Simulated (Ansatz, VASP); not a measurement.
# CoSi: VASP beside Ansatz

```
Co Si
1.0
     4.38570    0.00001   -0.00005
     0.00001    4.38568    0.00000
    -0.00005    0.00000    4.38568
Co Si
4 4
Direct
  0.14563 0.14562 0.14562
  0.35438 0.85438 0.64562
  0.64561 0.35438 0.85438
  0.85438 0.64563 0.35438
  0.84327 0.84326 0.84327
  0.65675 0.15674 0.34326
  0.34326 0.65673 0.15675
  0.15673 0.34326 0.65674
```

Change from the starting cell: atom 2 moved 0.45 Å; relaxed back.

Alike in both runs: functional PBEsol; k mesh 8 × 8 × 8; occupations gaussian, width 0.15 eV; no spin polarisation.

Ansatz relaxed the structure, and its values are those at the end. VASP's run is a single point on that final structure, the one shown.

|  | VASP | Ansatz |
| --- | --- | --- |
| version | VASP 6.6.1 | Ansatz 0.2.0 |
| potentials or method | VASP PAW PBE potentials, release 64 (Co, Si), cutoff 520 eV | scalar-relativistic, plane waves, PAW |
| valence electrons in the cell | 52 | 84 |

VASP gave:

- gap on the k mesh at the Fermi level (eV): none
- pressure (GPa): 0.2
- rms of the force components (eV/Å): 0.004

Task: Which values does Ansatz return?

Result: gap on the k mesh at the Fermi level (eV): none; pressure (GPa): 0.0; rms of the force components (eV/Å): 0.001.

VASP's potentials were made for PBE, not for PBEsol. A gap of «none» marks a metal or a gap that the smearing closes. The functional is the same, so the differences come from potentials, cutoffs and numerics. VASP's potentials hold 52 valence electrons a cell and Ansatz's 84, so a difference there can come from the potentials and not from the codes.
